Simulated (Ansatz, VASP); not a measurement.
SiNi3 in VASP and in Ansatz

```
Ni Si
1.0
     3.54200    0.00000    0.00000
     0.00000    3.54200    0.00000
     0.00000    0.00000    3.54200
Ni Si
3 1
Cartesian
  1.7710 1.7710 0.0000
  1.7710 0.0000 1.7710
  0.0000 1.7710 1.7710
  0.0000 0.0000 0.0000
```

Alike in both runs: task single point; functional PBE; k mesh 8 × 8 × 8; occupations fermi-dirac, width 0.05 eV; collinear spin; fixed moment 0.8 μB.

|  | VASP | Ansatz |
| --- | --- | --- |
| version | VASP 6.6.1 | Ansatz 0.2.0 |
| potentials or method | VASP PAW PBE potentials, release 64 (Ni, Si), cutoff 600 eV | all-electron LAPW, scalar-relativistic |

Ansatz gave:

- pressure (GPa): -5.2
- size of the moment on the site where the two differ most (μB): 0.28

Question: Which values does VASP return?

Answer: Pressure (GPa): -5.2; size of the moment on the site where the two differ most (μB): 0.27.

Site moments also hang on the region over which each program counts them. Ansatz ran all-electron here, and VASP with PAW potentials.
